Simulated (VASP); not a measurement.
Si20H8CF2: single point with PBE

The system is Si20H8CF2, a slab with vacuum.

```
H Si C F
1.0
     7.67918    0.00000    0.00000
     0.00000    7.67918    0.00000
     0.00000    0.00000   21.25550
H Si C F
8 20 1 2
Direct
  0.40939 0.00000 0.04705
  0.09061 0.00000 0.04705
  0.90939 0.00000 0.04705
  0.59061 0.00000 0.04705
  0.40939 0.50000 0.04705
  0.09061 0.50000 0.04705
  0.90939 0.50000 0.04705
  0.59061 0.50000 0.04705
  0.25000 0.00000 0.08777
  0.75000 0.00000 0.08777
  0.25000 0.50000 0.08777
  0.75000 0.50000 0.08777
  0.24266 0.25397 0.14532
  0.75462 0.25456 0.14458
  0.24540 0.74682 0.15357
  0.75436 0.74888 0.15284
  0.99664 0.26024 0.20935
  0.50009 0.24496 0.19878
  0.99893 0.72990 0.21897
  0.50090 0.74289 0.21064
  0.01160 0.01039 0.27042
  0.49264 0.01052 0.26825
  0.00830 0.49281 0.28960
  0.49783 0.48621 0.26272
  0.25410 0.10449 0.33141
  0.75160 0.08823 0.31407
  0.29088 0.42860 0.33671
  0.72809 0.39409 0.32003
  0.51847 0.40239 0.39674
  0.49139 0.27345 0.44038
  0.59647 0.54432 0.42612
```

```yaml
Program: VASP 6.6.1
Task: single point
Functional: PBE
Potentials_or_basis: VASP PAW PBE potentials, release 64 (H, Si, C, F)
Cutoff: 520 eV
k_mesh: 1 × 1 × 1
Occupations: fermi-dirac, width 0.02 eV
Spin: no spin polarisation
Dipole_correction: no
Further_INCAR_settings: LREAL = Auto; ALGO = Normal; EDIFF = 1e-07; NBANDS = 74
```

```yaml
Largest_force: 1.429 eV/Å
Band_gap_on_the_k_mesh: 0.41 eV
```

Forces in eV/Å, atoms in the order of the input:
```
H   -0.975 -0.062  0.231
H    0.957 -0.134 -0.014
H   -0.928 -0.122  0.000
H    0.993 -0.074  0.205
H   -0.989  0.052  0.113
H    0.985  0.082  0.034
H   -0.970  0.108  0.030
H    0.995  0.100  0.079
Si  -0.578 -0.341 -0.167
Si   0.522 -0.219 -0.329
Si  -0.112  0.636 -0.725
Si   0.078  0.786 -0.847
Si  -0.078 -0.416  0.190
Si   0.007 -0.447  0.237
Si   0.019  0.029 -0.493
Si  -0.030 -0.048 -0.306
Si   0.039  0.217  0.493
Si  -0.072  0.080  0.380
Si   0.126  1.337  0.489
Si  -0.084  0.899  0.449
Si   0.232 -0.698  0.467
Si  -0.104 -0.760  0.407
Si  -0.133 -0.082  0.103
Si   0.051  0.348 -0.530
Si   0.059 -0.303 -0.353
Si   0.041  0.006 -0.391
Si  -0.054 -0.907  0.222
Si   0.131 -0.696  0.376
C    0.116  0.227 -1.040
F    0.527  0.501  0.021
F   -0.771 -0.098  0.670
```

Levels at points of the mesh, in eV from the valence-band top:
```tsv
k point	band 49	band 50	band 51	band 52	band 53	band 54	band 55	band 56	band 57	band 58
(0.00, 0.00, 0.00)	-1.05	-0.84	-0.79	-0.55	0.00	0.41	0.80	1.21	1.43	1.53
```

It took 6 min on 1 thread of Intel(R) Xeon(R) Platinum 8559C (Emerald Rapids) (shared host), peak memory 1.1 GiB.

Caveat: the k points lie up to 0.82 Å⁻¹ apart.
